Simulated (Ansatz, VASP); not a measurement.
## Two plane-wave programs on Cd5HgS6

```
Cd Hg S
1.0
     4.20413    0.00000    0.00000
    -2.10206    3.64088    0.00000
     0.00000    0.00000   20.53242
Cd Hg S
5 1 6
Direct
  0.33333 0.66667 0.99922
  0.33333 0.66667 0.66698
  0.66667 0.33333 0.16524
  0.66667 0.33333 0.50075
  0.66667 0.33333 0.83309
  0.33333 0.66667 0.33392
  0.33333 0.66667 0.12428
  0.33333 0.66667 0.46000
  0.33333 0.66667 0.79204
  0.66667 0.33333 0.29043
  0.66667 0.33333 0.62590
  0.66667 0.33333 0.95815
```

Alike in both runs: functional PBE; k mesh 6 × 6 × 1; occupations gaussian, width 0.1 eV; no spin polarisation.

Ansatz relaxed the structure, and its values are those at the end. VASP's run is a single point on that final structure, the one shown.

```csv
,VASP,Ansatz
version,VASP 6.6.1,Ansatz 0.2.0
potentials or method,"VASP PAW PBE potentials, release 64 (Cd, Hg, S), cutoff 520 eV","scalar-relativistic, plane waves, PAW"
valence electrons in the cell,108,156
```

Ansatz gave:

| Item | Value |
| --- | --- |
| gap on the k mesh at the Fermi level (eV) | 0.63 |
| least direct gap on the mesh (eV) | 0.63 |
| pressure (GPa) | 0.0 |
| rms of the force components (eV/Å) | 0.012 |

Question: Estimate VASP's values.

Answer: gap on the k mesh at the Fermi level (eV): 0.63; least direct gap on the mesh (eV): 0.63; pressure (GPa): 0.3; rms of the force components (eV/Å): 0.012.

VASP's potentials hold 108 valence electrons a cell and Ansatz's 156, so a difference there can come from the potentials and not from the codes.

Spin-orbit coupling is off throughout.
